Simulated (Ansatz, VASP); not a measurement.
## HgTe: VASP beside Ansatz

File POSCAR:

```
HgTe
1.0
    0.0000000000      3.2218033281      3.2218033281
    3.2218033281      0.0000000000      3.2218033281
    3.2218033281      3.2218033281      0.0000000000
Hg Te
1 1
Direct
    0.0000000000      0.0000000000      0.0000000000
    0.2500000000      0.2500000000      0.2500000000
```

Contents of INCAR.step1:

```
SYSTEM = HgTe
ALGO = Normal ; EDIFF = 1E-4
ENCUT = 520 ; GGA = PE
ISMEAR = 0 ; LASPH = .True.
LCHARG = .False. ; LREAL = .False.
LWAVE = .True. ; NBANDS = 16
NELM = 80 ; PREC = Accurate
SIGMA = 0.05
```

The input INCAR.step2:

```
SYSTEM = HgTe
ALGO = Normal ; EDIFF = 1E-7
ENCUT = 520 ; ISIF = 2
ISMEAR = 0 ; ISTART = 1
IVDW = 12 ; LASPH = .True.
LCHARG = .False. ; LMIXTAU = .True.
LREAL = .False. ; LWAVE = .False.
METAGGA = R2SCAN ; NBANDS = 16
NELM = 80 ; PREC = Accurate
SIGMA = 0.05 ; VDW_A1 = 0.49484001
VDW_A2 = 5.73083694 ; VDW_S6 = 1.0
VDW_S8 = 0.78981345
```

KPOINTS

```
k-points
0
Gamma
  10 10 10
  0 0 0
```

Input for Ansatz:

```yaml
crystal:
  lattice:
    - [0.0, 3.2218033281, 3.2218033281]
    - [3.2218033281, 0.0, 3.2218033281]
    - [3.2218033281, 3.2218033281, 0.0]
  atoms:
    - { symbol: Hg, position: [0.0, 0.0, 0.0] }
    - { symbol: Te, position: [0.25, 0.25, 0.25] }
basis:
  ecutwfc: 500
  ecutrho_ratio: 4
kpoints:
  mp_grid: { grid: [10, 10, 10] }
hamiltonian:
  xc: r2scan
  dispersion: d3bj
scf:
  occupations: { method: gaussian, width: 0.05 }
output:
  forces: true
  stress: true
  eigenvalues: true
```

Alike in both runs: task single point; functional r2SCAN; dispersion D3(BJ); k mesh 10 × 10 × 10; occupations gaussian, width 0.05 eV; no spin polarisation.

```csv
,VASP,Ansatz
version,VASP 6.6.1,Ansatz 0.2.0
potentials or method,"VASP PAW PBE potentials, release 64 (Hg, Te), cutoff 520 eV","scalar-relativistic, plane waves, PAW"
valence electrons in the cell,18,36
```

Ansatz gave:

- gap on the k mesh at the Fermi level (eV): none
- pressure (GPa): 1.9

Task: What did VASP give for the same quantities?

Result: gap on the k mesh at the Fermi level (eV): none; pressure (GPa): 2.0.

VASP's potentials were made for PBE, not for r2SCAN. A gap of «none» marks a metal or a gap that the smearing closes. VASP's potentials hold 18 valence electrons a cell and Ansatz's 36, so a difference there can come from the potentials and not from the codes. Ansatz's warnings: dispersion damping borrowed.

Neither program's run includes spin-orbit coupling.
